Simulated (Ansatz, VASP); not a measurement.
**ScAl3: VASP beside Ansatz**

INCAR

```
  ALGO = Fast
  EDIFF = 1E-6
  ENCUT = 520
  GGA = PS
  ISIF = 2
  ISMEAR = 0
  LASPH = T
  LCHARG = F
  LREAL = F
  LWAVE = F
  NBANDS = 18
  NELM = 60
  PREC = Accurate
  SIGMA = 0.15
```

KPOINTS

```
k-points
0
Gamma
  12 12 12
```

File POSCAR:

```
ScAl3
1.0
    4.0712986163      0.0000000000      0.0000000000
    0.0000000000      4.0712986163      0.0000000000
    0.0000000000      0.0000000000      4.0712986163
Sc Al
1 3
Direct
    0.0000000000      0.0000000000      0.0000000000
    0.5325651675      0.0325651675      0.5000000000
    0.0325651675      0.5325651675      0.5000000000
    0.5325651675      0.5325651675      0.0000000000
```

Input for Ansatz:

```yaml
crystal:
  lattice:
    - [4.0712986163, 0.0, 0.0]
    - [0.0, 4.0712986163, 0.0]
    - [0.0, 0.0, 4.0712986163]
  atoms:
    - { symbol: Sc, position: [0.0, 0.0, 0.0] }
    - { symbol: Al, position: [0.5325651675, 0.0325651675, 0.5] }
    - { symbol: Al, position: [0.0325651675, 0.5325651675, 0.5] }
    - { symbol: Al, position: [0.5325651675, 0.5325651675, 0.0] }
basis:
  ecutwfc: 420
kpoints:
  mp_grid: { grid: [12, 12, 12] }
hamiltonian:
  xc: pbesol
scf:
  occupations: { method: gaussian, width: 0.15 }
output:
  forces: true
  stress: true
  eigenvalues: true
```

Change from the starting cell: all Al atoms moved +0.188 Å, as atom 2 along Cartesian [1 1 0].

Alike in both runs: task single point; functional PBEsol; k mesh 12 × 12 × 12; occupations gaussian, width 0.15 eV; no spin polarisation.

|  | VASP | Ansatz |
| --- | --- | --- |
| version | VASP 6.6.1 | Ansatz 0.2.0 |
| potentials or method | VASP PAW PBE potentials, release 64 (Sc_sv, Al), cutoff 520 eV | scalar-relativistic, plane waves, PAW |
| valence electrons in the cell | 20 | 20 |

|  | VASP | Ansatz | Ansatz less VASP |
| --- | --- | --- | --- |
| gap on the k mesh at the Fermi level (eV) | none | none | - |
| pressure (GPa) | 1.0 | 1.0 | -0.09 |
| traceless stress, the component that is largest in VASP (GPa) | 0.65 | 0.65 | -0.002 |
| rms of the force components (eV/Å) | 0.650 | 0.646 | -0.0034 |

VASP's potentials were made for PBE, not for PBEsol. Atom by atom the forces differ by 0.004 eV/Å (rms over components). A gap of «none» marks a metal or a gap that the smearing closes.
